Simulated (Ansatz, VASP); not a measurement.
## One calculation of Al2B2As, two programs

INCAR

```
SYSTEM = Al2B2As
ALGO = Normal ; EDIFF = 1E-6
ENCUT = 520 ; GGA = PE
ISIF = 2 ; ISMEAR = 0
LASPH = .TRUE. ; LCHARG = .TRUE.
LELF = .TRUE. ; LREAL = .FALSE.
LVHAR = .TRUE. ; LWAVE = .FALSE.
NBANDS = 16 ; NELM = 80
PREC = Accurate ; SIGMA = 0.1
```

Contents of KPOINTS:

```
k-points
0
G
  6 6 4
  0 0 0
```

The input POSCAR:

```
Al2B2As
1.0
    3.4857392200      0.0000000000      0.0000000000
    0.0000000000      3.4857392200      0.0000000000
    0.0000000000      0.0000000000      6.6591644300
Al B As
2 2 1
Direct
    0.5000000000      0.5000000000      0.7854387100
    0.5000000000      0.5000000000      0.2145612900
    0.0000000000      0.0000000000      0.5000000000
    0.5000000000      0.5000000000      0.5000000000
    0.0000000000      0.0000000000      0.0000000000
```

Input for Ansatz:

```yaml
crystal:
  lattice:
    - [3.48573922, 0.0, 0.0]
    - [0.0, 3.48573922, 0.0]
    - [0.0, 0.0, 6.65916443]
  atoms:
    - { symbol: Al, position: [0.5, 0.5, 0.78543871] }
    - { symbol: Al, position: [0.5, 0.5, 0.21456129] }
    - { symbol: B, position: [0.0, 0.0, 0.5] }
    - { symbol: B, position: [0.5, 0.5, 0.5] }
    - { symbol: As, position: [0.0, 0.0, 0.0] }
basis:
  ecutwfc: 420
kpoints:
  mp_grid: { grid: [6, 6, 4] }
hamiltonian:
  xc: pbe
scf:
  occupations: { method: gaussian, width: 0.1 }
  lower_state_search: "off"
output:
  forces: true
  stress: true
  eigenvalues: true
```

Alike in both runs: task single point; functional PBE; k mesh 6 × 6 × 4; occupations gaussian, width 0.1 eV; no spin polarisation.

|  | VASP | Ansatz |
| --- | --- | --- |
| version | VASP 6.6.1 | Ansatz 0.2.0 |
| potentials or method | VASP PAW PBE potentials, release 64 (Al, B, As), cutoff 520 eV | scalar-relativistic, plane waves, PAW |
| valence electrons in the cell | 17 | 27 |

Ansatz gave:

- gap on the k mesh at the Fermi level (eV): none
- pressure (GPa): -5.0
- traceless stress, the component that is largest in VASP (GPa): 14.20
- rms of the force components (eV/Å): 1.057

**Question.** What did VASP give for the same quantities?

**Answer.** gap on the k mesh at the Fermi level (eV): none; pressure (GPa): -5.0; traceless stress, the component that is largest in VASP (GPa): 14.20; rms of the force components (eV/Å): 1.056.

Atom by atom the forces differ by 0.001 eV/Å (rms over components). A gap of «none» marks a metal or a gap that the smearing closes. VASP's potentials hold 17 valence electrons a cell and Ansatz's 27, so a difference there can come from the potentials and not from the codes.
